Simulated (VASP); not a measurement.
Co:

```
Co
1.0
     0.00000    2.42848    2.42848
     2.42848    0.00000    2.42848
     2.42848    2.42848    0.00000
Co
2
Cartesian
  0.6071 0.6071 0.6071
  4.2498 4.2498 4.2498
```

This cell differs from its parent crystal: volume scaled by 1.04.

Base run:

- Program: VASP 6.6.1
- Functional: LDA
- Potentials or basis: VASP PAW LDA potentials, release 64 (Co)
- Cutoff: 520 eV
- k mesh: 13 × 13 × 13
- Occupations: fermi-dirac, width 0.1 eV
- Spin: no spin polarisation

Its results: band gap on the k mesh zero (band 9 reaches 6.92 eV, above the bottom of band 10 at 6.05 eV); pressure -7.2 GPa.

Q: The run is repeated on the same cell with these changes: potentials or basis from VASP PAW LDA potentials, release 64 (Co) to VASP PAW LDA potentials, release 64 (Co_sv); cutoff from 520 eV to 600 eV; further incar settings from ALGO = Normal; EDIFF = 1e-07; NBANDS = 16 to ALGO = Normal; EDIFF = 1e-06; NBANDS = 24; valence electrons from 18 to 34. What comes out?

A: Band gap on the k mesh zero (band 17 reaches 8.16 eV, above the bottom of band 18 at 7.28 eV); pressure -8.5 GPa.

Caveats: the run has no spin polarisation, though such a crystal can be magnetic.
